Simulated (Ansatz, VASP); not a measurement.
Two plane-wave programs on SnO

INCAR

```
SYSTEM = SnO
PREC = Accurate
ENCUT = 520
EDIFF = 1E-6
ISMEAR = 0
SIGMA = 0.05
LREAL = .FALSE.
LASPH = .TRUE.
NELM = 80
ALGO = Normal
ISIF = 2
LWAVE = .FALSE.
LCHARG = .TRUE.
GGA = PE
LELF = .TRUE.
LVHAR = .TRUE.
NBANDS = 28
```

Contents of KPOINTS:

```
regular mesh
0
G
  10 10 8
  0 0 0
```

File POSCAR:

```
SnO
1.0
    3.8158424934      0.0000000000      0.0000000000
    0.0000000000      3.8158424934      0.0000000000
    0.0000000000      0.0000000000      5.0679375214
Sn O
2 2
Direct
   -0.0646449638      0.5000000000      0.2286909982
    0.5646449638      0.0000000000      0.7713090018
    0.0068811044      0.0000000000      0.0000000000
    0.4931188956      0.5000000000      0.0000000000
```

Input for Ansatz:

```yaml
crystal:
  lattice:
    - [3.8158424934, 0.0, 0.0]
    - [0.0, 3.8158424934, 0.0]
    - [0.0, 0.0, 5.0679375214]
  atoms:
    - { symbol: Sn, position: [-0.0646449638, 0.5, 0.2286909982] }
    - { symbol: Sn, position: [0.5646449638, 0.0, 0.7713090018] }
    - { symbol: O, position: [0.0068811044, 0.0, 0.0] }
    - { symbol: O, position: [0.4931188956, 0.5, 0.0] }
basis:
  ecutwfc: 520.0
kpoints:
  mp_grid: { grid: [10, 10, 8] }
hamiltonian:
  xc: pbe
scf:
  occupations: { method: gaussian, width: 0.05 }
output:
  forces: true
  stress: true
  eigenvalues: true
  write_density: true
  write_potential: true
  elf: true
  volumetric_format: npy
```

Change from the starting cell: mode 4 frozen in at -0.250 Å, equal normal strain along x and y -0.0133.

Alike in both runs: task single point; functional PBE; k mesh 10 × 10 × 8; occupations gaussian, width 0.05 eV; no spin polarisation.

|  | VASP | Ansatz |
| --- | --- | --- |
| version | VASP 6.6.1 | Ansatz 0.2.0 |
| potentials or method | VASP PAW PBE potentials, release 64 (Sn_d, O), cutoff 520 eV | scalar-relativistic, plane waves, PAW |
| valence electrons in the cell | 40 | 40 |

VASP gave:

- gap on the k mesh at the Fermi level (eV): 0.47
- least direct gap on the mesh (eV): 1.87
- pressure (GPa): 5.7
- traceless stress, the component that is largest in VASP (GPa): 7.01
- rms of the force components (eV/Å): 0.825

Q: What did Ansatz give for the same quantities?

A: gap on the k mesh at the Fermi level (eV): 0.46; least direct gap on the mesh (eV): 1.89; pressure (GPa): 5.4; traceless stress, the component that is largest in VASP (GPa): 6.81; rms of the force components (eV/Å): 0.789.

Atom by atom the forces differ by 0.045 eV/Å (rms over components). The functional is the same, so the differences come from potentials, cutoffs and numerics.
